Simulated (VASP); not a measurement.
Runs of VASP 6.6.1 on CsPbBr3. The structure is that of space group Pm-3m (No. 221), or close to it. The cells are those of the table. 

| task | level | cell | k mesh | cutoff (eV) | gap on the mesh (eV) | pressure (GPa) | relaxed volume (Å³/atom) |
| --- | --- | --- | --- | --- | --- | --- | --- |
| relaxation of the atoms | PBEsol | atoms relaxed from a = 5.811, b = 5.811, c = 5.870 Å, 5 atoms | 4 × 4 × 4 | 450 | 1.28 | 0.6 | - |
| relaxation of cell and atoms | r2SCAN | relaxed from a = 5.870 Å, 5 atoms | 5 × 5 × 5 | 600 | 3.05 | 0.0 | 41.81 |
| relaxation of cell and atoms | PBE | relaxed from a = 5.870 Å, 5 atoms | 5 × 5 × 5 | 600 | (a) | 0.0 | 43.20 |
| relaxation of the atoms | PBEsol | atoms relaxed from a = 5.635, b = 5.635, c = 5.870 Å, 5 atoms | 4 × 4 × 4 | 450 | (b) | 2.4 | - |
| single point | PBE | a = 5.999 Å, 5 atoms | 5 × 5 × 5 | 520 | 2.74 | 0.0 | - |
| single point | r2SCAN | a = 5.932 Å, 5 atoms | 5 × 5 × 5 | 520 | 3.05 | 0.0 | - |

Alike in all rows: potentials or basis VASP PAW PBE potentials, release 64 (Pb_d, Cs_sv, Br); no spin polarisation; smearing fermi-dirac 0.05 eV.

Estimate the missing entries.

(a) 2.75; (b) 0.80.

Caveats: spin-orbit coupling is left out, which moves the levels of the heavy elements; the PAW data sets were made with another functional, which shifts forces and pressure a little (at least some runs); an odd mesh through Γ misses points on the zone boundary, where band edges can lie (at least some runs).

A k mesh can miss the band edges, and the runs leave out spin-orbit coupling on Br, Cs, Pb.
